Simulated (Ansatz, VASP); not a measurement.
Sn: VASP beside Ansatz

```
CELL_PARAMETERS angstrom
0.00000 3.21314 3.24560
3.21314 0.00000 3.24560
3.21314 3.21314 0.00000
ATOMIC_POSITIONS crystal
Sn 0.50000 0.50000 0.50000
Sn 0.75000 0.75000 0.75000
```

Change from the starting cell: equal xx and yy strain of -1 %.

Alike in both runs: task single point; functional PBE; k mesh 9 × 9 × 9; occupations fermi-dirac, width 0.03 eV; no spin polarisation.

|  | VASP | Ansatz |
| --- | --- | --- |
| version | VASP 6.6.1 | Ansatz 0.2.0 |
| potentials or method | VASP PAW PBE potentials, release 64 (Sn_d), cutoff 520 eV | all-electron LAPW, scalar-relativistic |

```csv
,VASP,Ansatz,Ansatz less VASP
pressure (GPa),4.2,4.3,+0.06
"traceless stress, the component that is largest in VASP (GPa)",-0.21,-0.20,+0.001
```

Ansatz ran all-electron here, and VASP with PAW potentials.
